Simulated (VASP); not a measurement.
Set up this calculation in VASP 6.6.1, as the native input.

```yaml
Task: single point
Functional: PBEsol
Potentials_or_basis: VASP PAW PBE potentials, release 64 (Cs_sv, I)
Cutoff: 500 eV
k_mesh: 8 × 8 × 8
Occupations: gaussian, width 0.05 eV
Spin: no spin polarisation
Dipole_correction: no
Further_INCAR_settings: ALGO = Normal; EDIFF = 1e-06; NBANDS = 15
```

The structure of CsI lies in POSCAR:

```
CsI
1.0
    4.6654671083      0.0000000000      0.0000000000
    0.0000000000      4.6654671083      0.0000000000
    0.0000000000      0.0000000000      4.6654671083
Cs I
1 1
Direct
    0.0000000000      0.0000000000      0.0000000000
    0.5000000000      0.5000000000      0.5000000000
```

One way to write it, as run:

INCAR

```
SYSTEM = CsI
ALGO = Normal ; EDIFF = 1E-6
ENCUT = 500 ; GGA = PS
GGA_COMPAT = .False. ; ISIF = 2
ISMEAR = 0 ; LASPH = .True.
LCHARG = .False. ; LREAL = .False.
LWAVE = .False. ; NBANDS = 15
NELM = 120 ; PREC = Accurate
SIGMA = 0.05
```

KPOINTS

```
k-points
0
Gamma
  8 8 8
  0 0 0
```

Potentials or basis: VASP PAW PBE potentials, release 64 (Cs_sv, I).

The run is started by

```console
$ cat potpaw_PBE.64/Cs_sv/POTCAR potpaw_PBE.64/I/POTCAR > POTCAR
$ mpirun -np 1 vasp_std > vasp.out
```

It gave:

The pressure is -1.0 GPa and the band gap on the k mesh is 3.52 eV (least direct gap 3.62 eV).

Caveat: the PAW data sets were made with another functional, which shifts forces and pressure a little; spin-orbit coupling is left out, which moves the levels of the heavy elements.

It took 56 s on 1 thread of Intel Xeon 8259CL (shared host), peak memory 0.23 GiB.
